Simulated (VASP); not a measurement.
# Bi2Te3 (R3m) in VASP: notebook

The runs below take Bi2Te3 through single point, with PBEsol+D3(BJ).

All numbers are computed with VASP 6.6.1; they aren't measurements. Logs are shortened: lines on timing, memory, paths and dates and some standing lists are left out, and cuts for length are marked.

## Step 1: The cell of the first run

The structure is trigonal, space group R3m (No. 160). The conventional cell has a = 4.417 Å, b = 4.417 Å, c = 29.840 Å, α = 90.00°, β = 90.00°, γ = 120.00°. Within 4.0 Å of Bi (site symmetry 3m) lie 3 Te at 3.03 Å and 3 Bi at 3.43 Å. Within 4.7 Å of Bi (site symmetry 3m) lie 9 Te at 3.27 to 4.68 Å and 9 Bi at 3.43 to 4.42 Å. Te (site symmetry 3m) has 6 Te at 3.04 to 3.45 Å within 4.0 Å. Te (site symmetry 3m) has 3 Bi at 3.03 Å and 3 Te at 3.45 Å within 4.0 Å. Within 4.0 Å of Te (site symmetry 3m) lie 3 Te at 3.04 Å and 3 Bi at 3.27 Å.

## Step 2: Single point, PBEsol+D3(BJ)

File INCAR:

```
ALGO = Normal
EDIFF = 1E-6
ENCUT = 520
GGA = PS
ISIF = 2
ISMEAR = -1
IVDW = 12
LASPH = True
LCHARG = False
LREAL = False
LWAVE = False
NBANDS = 32
NELM = 100
PREC = Accurate
SIGMA = 0.05
```

File KPOINTS:

```
k-points
0
Gamma
  6 6 6
```

File POSCAR:

```
Bi2Te3
1.0
   10.2683730000      0.0000000000      0.0000000000
    9.3183735055      4.3136294786      0.0000000000
    9.3183735055      2.0522045677      3.7941870922
Bi Te
2 3
Direct
    0.1880000000      0.1880000000      0.1880000000
    0.5980000000      0.5980000000      0.5980000000
    0.3890000000      0.3890000000      0.3890000000
    0.8000000000      0.8000000000      0.8000000000
    0.0000000000      0.0000000000      0.0000000000
```

Potentials or basis: VASP PAW PBE potentials, release 64 (Bi_d, Te).

Command:

```bash
$ cat potpaw_PBE.64/Bi_d/POTCAR potpaw_PBE.64/Te/POTCAR > POTCAR
$ mpirun -np 1 vasp_std > vasp.out
```

OUTCAR:

```text
EDIFF = 1E-6
   ENCUT = 520
   GGA = PS
   ISIF = 2
   ISMEAR = -1
   IVDW = 12
   LASPH = True
   LREAL = False
   NELM = 100
   PREC = Accurate
 IVDW          = 12

 ion  position               nearest neighbor table
   1  0.188  0.188  0.188-   4 3.03   4 3.03   4 3.03   2 3.43   2 3.43   2 3.43
   2  0.598  0.598  0.598-   5 3.27   5 3.27   5 3.27   1 3.43   1 3.43   1 3.43
   3  0.389  0.389  0.389-   5 3.04   5 3.04   5 3.04   4 3.45   4 3.45   4 3.45
   4  0.800  0.800  0.800-   1 3.03   1 3.03   1 3.03   3 3.45   3 3.45   3 3.45
   5  0.000  0.000  0.000-   3 3.04   3 3.04   3 3.04   2 3.27   2 3.27   2 3.27

  LATTYP: Found a trigonal (rhomboedric) cell.
 ALAT       =    10.2683730000
 COS(alpha) =     0.9074829582

  Lattice vectors:

 A1 = (  10.2683730000,   0.0000000000,   0.0000000000)
 A2 = (   9.3183735055,   4.3136294786,   0.0000000000)
 A3 = (   9.3183735055,   2.0522045677,   3.7941870922)

Analysis of symmetry for initial positions (statically):
=====================================================================
 Subroutine PRICEL returns:
 Original cell was already a primitive cell.

 Routine SETGRP: Setting up the symmetry group for a
 trigonal (rhombohedral) supercell.

 Subroutine GETGRP returns: Found  6 space group operations
 (whereof  6 operations were pure point group operations)
 out of a pool of 12 trial point group operations.

The static configuration has the point symmetry C_3v.

Analysis of symmetry for dynamics (positions and initial velocities):
=====================================================================
 Subroutine PRICEL returns:
 Original cell was already a primitive cell.

 Routine SETGRP: Setting up the symmetry group for a
 trigonal (rhombohedral) supercell.

 Subroutine GETGRP returns: Found  6 space group operations
 (whereof  6 operations were pure point group operations)
 out of a pool of 12 trial point group operations.

The dynamic configuration has the point symmetry C_3v.

 Subroutine INISYM returns: Found  6 space group operations
 (whereof  6 operations are pure point group operations),
 and found     1 'primitive' translations

----------------------------------------------------------------------------------------

                                     Primitive cell

  volume of cell :     168.0596

  direct lattice vectors                    reciprocal lattice vectors
    10.268373000  0.000000000  0.000000000     0.097386412 -0.210375732 -0.125388893
     9.318373506  4.313629479  0.000000000     0.000000000  0.231823342 -0.125388893
     9.318373506  2.052204568  3.794187092     0.000000000  0.000000000  0.263561067

  length of vectors
    10.268373000 10.268373000 10.268373000     0.263561067  0.263561067  0.263561067

  position of ions in fractional coordinates (direct lattice)
     0.188000000  0.188000000  0.188000000
     0.598000000  0.598000000  0.598000000
     0.389000000  0.389000000  0.389000000
     0.800000000  0.800000000  0.800000000
     0.000000000  0.000000000  0.000000000

  ion indices of the primitive-cell ions
   primitive index   ion index
                 1           1
                 2           2
                 3           3
                 4           4
                 5           5

----------------------------------------------------------------------------------------

 KPOINTS: k-points

Automatic generation of k-mesh.
 Grid dimensions read from file:
 generate k-points for:    6    6    6

 Generating k-lattice:

  Cartesian coordinates                     Fractional coordinates (reciprocal lattice)
     0.016231069 -0.035062622 -0.020898149     0.166666667  0.000000000  0.000000000
     0.000000000  0.038637224 -0.020898149     0.000000000  0.166666667 -0.000000000
     0.000000000  0.000000000  0.043926845     0.000000000  0.000000000  0.166666667

  Length of vectors
     0.043926845  0.043926845  0.043926845

  Shift w.r.t. Gamma in fractional coordinates (k-lattice)
     0.000000000  0.000000000  0.000000000

 Subroutine IBZKPT returns following result:
 ===========================================

 Found     32 irreducible k-points:

 Following reciprocal coordinates:
            Coordinates               Weight
  0.000000  0.000000  0.000000      1.000000
  0.166667  0.000000  0.000000      6.000000
  0.333333 -0.000000  0.000000      6.000000
  0.500000  0.000000 -0.000000      3.000000
  0.166667  0.166667  0.000000      6.000000
  0.333333  0.166667 -0.000000     12.000000
[... 16 lines left out ...]
  0.500000  0.500000  0.166667      6.000000
 -0.333333  0.500000  0.166667     12.000000
 [... further k-points ...]
   k-points           NKPTS =     32   k-points in BZ     NKDIM =     32   number of bands    NBANDS=     32
   number of dos      NEDOS =    301   number of ions     NIONS =      5
   total plane-waves  NPLWV = 512000
   dimension x,y,z NGX =    80 NGY =   80 NGZ =   80
   dimension x,y,z NGXF=   160 NGYF=  160 NGZF=  160
   ions per type =               2   3
   NGX,Y,Z   is equivalent  to a cutoff of  12.95, 12.95, 12.95 a.u.
   NGXF,Y,Z  is equivalent  to a cutoff of  25.90, 25.90, 25.90 a.u.
 SYSTEM =  unknown system
   PREC   = accura    normal or accurate (medium, high low for compatibility)
   ISTART =      0    job   : 0-new  1-cont  2-samecut
   ICHARG =      2    charge: 1-file 2-atom 10-const
   ISPIN  =      1    spin polarized calculation?
   LNONCOLLINEAR =      F non collinear calculations
   LSORBIT =      F    spin-orbit coupling
   LASPH  =      T    aspherical Exc in radial PAW
   ENCUT  =  520.0 eV  38.22 Ry    6.18 a.u.  19.09 19.09 19.09*2*pi/ulx,y,z
   NELM   =    100;   NELMIN=  2; NELMDL= -5     # of ELM steps
   EDIFF  = 0.1E-05   stopping-criterion for ELM
   LREAL  =      F    real-space projection
   EDIFFG = 0.1E-04   stopping-criterion for IOM
   NSW    =      0    number of steps for IOM
   IBRION =     -1    ionic relax: 0-MD 1-quasi-New 2-CG
   NFREE  =      0    steps in history (QN), initial steepest desc. (CG)
   ISIF   =      2    stress and relaxation
   ISYM   =      2    0-nonsym 1-usesym 2-fastsym
   POTIM  = 0.5000    time-step for ionic-motion
   TEBEG  =    0.0;   TEEND  =   0.0 temperature during run
   PSTRESS=    0.0 pullay stress
   NELECT =      48.0000    total number of electrons
   NUPDOWN=      -1.0000    fix difference up-down
   EMIN   =  10.00;   EMAX   =-10.00  energy-range for DOS
   EFERMI =   0.00;   METHOD = LEGACY
   ISMEAR =    -1;   SIGMA  =   0.05  broadening in eV -4-tet -1-fermi 0-gaus
   EFERMI_NEDOS =   21; number of points for ismear=-14 and -15
   IALGO  =     38    algorithm
   IMIX   =      4    mixing-type and parameters
     AMIX     =   0.40;   BMIX     =  1.00
     AMIX_MAG =   1.60;   BMIX_MAG =  1.00
  volume/ion in A,a.u.               =      33.61       226.82
  Fermi-wavevector in a.u.,A,eV,Ry     =   1.078121  2.037353 15.814662  1.162345
  Thomas-Fermi vector in A             =   2.214051
   LORBIT       =      0    0 simple, 1 ext, 2 COOP (PROOUT), +10 PAW based schemes
   GGA     = PS    functional components
   LHFCALC =     F    Hartree Fock is set to
   AEXX    =    0.0000 exact exchange contribution
   IVDW    =    12    specifies the selected vdW correction
   LEPSILON=     F    determine dielectric tensor
   LRPA    =     F    only Hartree local field effects (RPA)
 non-spin polarized calculation
  energy-cutoff  :      520.00
  volume of cell :      168.06
 maximum number of plane-waves:      4552
 NGX is ok and might be reduce to    80
   NGX = 39   NGY = 39   NGZ = 39

 number of electron      48.0000001 magnetization

 Free energy of the ion-electron system (eV)
  ---------------------------------------------------
  ext. energy  EPLUGINS =         0.00000000
  ---------------------------------------------------
  free energy    TOTEN  =       -18.92951002 eV

  energy without entropy =      -18.91539196  energy(sigma->0) =      -18.92245099

 E-fermi :   6.2636     XC(G=0):  -9.5576

 val. band max:        6.2042480476   @ k =   0.0000   0.0000   0.0000
 cond. band min:       6.2651675637   @ k =   0.5000   0.3333  -0.0000
 fundamental gap:      0.0609195161
 Fermi energy:         6.2636025847

 k-point     1 :       0.0000    0.0000    0.0000
  band No.  band energies     occupation
      1     -16.7672      2.00000
      2     -16.7672      2.00000
      3     -16.7403      2.00000
      4     -16.7403      2.00000
      5     -16.7363      2.00000
      6     -16.1640      2.00000
[... 24 lines left out ...]
     31      10.8623      0.00000
     32      11.1332      0.00000

 k-point     2 :       0.1667    0.0000    0.0000
  band No.  band energies     occupation
      1     -16.7684      2.00000
      2     -16.7647      2.00000
      3     -16.7413      2.00000
      4     -16.7396      2.00000
      5     -16.7343      2.00000
      6     -16.1668      2.00000
[... 24 lines left out ...]
     31      10.1590      0.00000
     32      11.0931      0.00000

 k-point     3 :       0.3333   -0.0000    0.0000
  band No.  band energies     occupation
      1     -16.7709      2.00000
      2     -16.7606      2.00000
      3     -16.7433      2.00000
      4     -16.7373      2.00000
      5     -16.7298      2.00000
      6     -16.1730      2.00000
[... 24 lines left out ...]
     31      10.2477      0.00000
     32      11.0100      0.00000

 k-point     4 :       0.5000    0.0000   -0.0000
  band No.  band energies     occupation
      1     -16.7723      2.00000
      2     -16.7591      2.00000
      3     -16.7444      2.00000
      4     -16.7355      2.00000
      5     -16.7275      2.00000
      6     -16.1763      2.00000
[... 24 lines left out ...]
     31       9.7952      0.00000
     32      10.5650      0.00000

 k-point     5 :       0.1667    0.1667    0.0000
  band No.  band energies     occupation
      1     -16.7684      2.00000
      2     -16.7647      2.00000
      3     -16.7413      2.00000
      4     -16.7396      2.00000
      5     -16.7343      2.00000
      6     -16.1668      2.00000
[... 584 lines left out ...]
     31      10.6254      0.00000
     32      10.8870      0.00000

 k-point    22 :      -0.1667    0.3333    0.1667
  band No.  band energies     occupation
      1     -16.7712      2.00000
      2     -16.7595      2.00000
      3     -16.7428      2.00000
      4     -16.7373      2.00000
      5     -16.7280      2.00000
      6     -16.1738      2.00000
[... 24 lines left out ...]
     31      10.5199      0.00000
     32      11.7762      0.00000

 k-point    23 :       0.5000    0.5000    0.1667
  band No.  band energies     occupation
      1     -16.7709      2.00000
      2     -16.7606      2.00000
      3     -16.7433      2.00000
      4     -16.7373      2.00000
      5     -16.7298      2.00000
      6     -16.1730      2.00000
[... 24 lines left out ...]
     31      10.0528      0.00000
     32      10.9196      0.00000

 k-point    24 :      -0.3333    0.5000    0.1667
  band No.  band energies     occupation
      1     -16.7712      2.00000
      2     -16.7595      2.00000
      3     -16.7428      2.00000
      4     -16.7373      2.00000
      5     -16.7280      2.00000
      6     -16.1738      2.00000
[... 24 lines left out ...]
     31      10.6526      0.00000
     32      11.3467      0.00000

 [... further k-points ...]

------------------------ aborting loop because EDIFF is reached ----------------------------------------

 Edisp (eV)   -2.20433

 E8    (eV) :    -1.5313

  FORCE on cell =-STRESS in cart. coord.  units (eV):
  Direction    XX          YY          ZZ          XY          YZ          ZX
  --------------------------------------------------------------------------------------
  -------------------------------------------------------------------------------------
  Total      -3.73145    -2.71998    -2.68674    -0.23411    -0.03073    -0.13954
  in kB     -35.57339   -25.93062   -25.61370    -2.23190    -0.29297    -1.33026
  external pressure =      -29.04 kB  Pullay stress =        0.00 kB

 VOLUME and BASIS-vectors are now :
 -----------------------------------------------------------------------------
  energy-cutoff  :      520.00
  volume of cell :      168.06
      direct lattice vectors                 reciprocal lattice vectors
    10.268373000  0.000000000  0.000000000     0.097386412 -0.210375732 -0.125388893
     9.318373506  4.313629479  0.000000000     0.000000000  0.231823342 -0.125388893
     9.318373506  2.052204568  3.794187092     0.000000000  0.000000000  0.263561067

 POSITION                                       TOTAL-FORCE (eV/Angst)
 -----------------------------------------------------------------------------------
      5.43416      1.19678      0.71331         0.774738      0.170622      0.101695
     17.28526      3.80677      2.26892         0.474726      0.104550      0.062314
     11.24409      2.47631      1.47594         0.667209      0.146941      0.087580
     23.12410      5.09267      3.03535        -0.753542     -0.165954     -0.098913
      0.00000      0.00000      0.00000        -1.163131     -0.256159     -0.152677
 -----------------------------------------------------------------------------------
    total drift:                               -0.000099     -0.000022     -0.000013

  FREE ENERGIE OF THE ION-ELECTRON SYSTEM (eV)
  ---------------------------------------------------
  free  energy   TOTEN  =       -21.1338364379 eV

  energy  without entropy=      -21.1197183776  energy(sigma->0) =      -21.12677741
```

It took 21 min on 1 thread of Intel Xeon 8259CL, shared host; peak memory 0.94 GiB.

Results:

```
Free energy                : -21.1338 eV
Pressure                   : -2.9 GPa
Largest force              : 1.201 eV/Å
Band gap on the k mesh     : zero (bands 24 and 25 overlap by 0.12 eV)
Dispersion energy per atom : -0.441 eV
```

Forces in eV/Å, atoms in the order of the input:
```
Bi   0.775  0.171  0.102
Bi   0.475  0.105  0.062
Te   0.667  0.147  0.088
Te  -0.754 -0.166 -0.099
Te  -1.163 -0.256 -0.153
```

Stress tensor (GPa, compression positive):
```
-3.56 -0.22 -0.13
-0.22 -2.59 -0.03
-0.13 -0.03 -2.56
```

Caveat: three body term missing; the PAW data sets were made with another functional, which shifts forces and pressure a little; spin-orbit coupling is left out, which moves the levels of the heavy elements.

## Step 3: Single point, PBEsol+D3(BJ)

File INCAR:

```
SYSTEM = Bi2Te3
  ALGO = Normal
  EDIFF = 1E-6
  ENCUT = 520
  GGA = PS
  ISIF = 2
  ISMEAR = -1
  IVDW = 12
  LASPH = .TRUE.
  LCHARG = .TRUE.
  LELF = .TRUE.
  LREAL = .FALSE.
  LVHAR = .TRUE.
  LWAVE = .FALSE.
  NBANDS = 32
  NELM = 60
  PREC = Accurate
  SIGMA = 0.05
```

File KPOINTS:

```
k-points
0
G
  6 6 6
  0 0 0
```

POSCAR is that of step 2.

Potentials or basis: VASP PAW PBE potentials, release 64 (Bi_d, Te).

Command:

```bash
$ cat potpaw_PBE.64/Bi_d/POTCAR potpaw_PBE.64/Te/POTCAR > POTCAR
$ mpirun -np 1 vasp_std > vasp.out
```

Run time: 17 min. Hardware: 1 thread of Intel Xeon 8259CL, shared host; peak memory 0.95 GiB.

Results (log left out):

```yaml
Free_energy: -21.1338 eV
Pressure: -2.9 GPa
Largest_force: 1.201 eV/Å
Band_gap_on_the_k_mesh: zero (bands 24 and 25 overlap by 0.12 eV)
Dispersion_energy_per_atom: -0.441 eV
```

Forces in eV/Å, atoms in the order of the input:
```
Bi   0.775  0.171  0.102
Bi   0.475  0.105  0.062
Te   0.667  0.147  0.088
Te  -0.754 -0.166 -0.099
Te  -1.163 -0.256 -0.153
```

Stress tensor (GPa, compression positive):
```
-3.56 -0.22 -0.13
-0.22 -2.59 -0.03
-0.13 -0.03 -2.56
```

Levels at points of the mesh, in eV from the Fermi level:
```tsv
k point	band 21	band 22	band 23	band 24	band 25	band 26	band 27	band 28
(0.00, 0.00, 0.00)	-2.07	-0.46	-0.41	-0.41	-0.06	0.32	0.32	2.17
(0.50, 0.00, 0.00)	-3.19	-2.18	-0.26	-0.23	-0.12	0.49	2.54	2.70
(0.50, 0.50, 0.00)	-2.26	-1.81	-1.04	-0.46	0.38	1.13	1.79	2.48
(0.50, 0.50, 0.50)	-1.80	-0.86	-0.66	-0.66	0.44	0.90	0.90	1.67
```

Caveat: three body term missing; the PAW data sets were made with another functional, which shifts forces and pressure a little; spin-orbit coupling is left out, which moves the levels of the heavy elements.
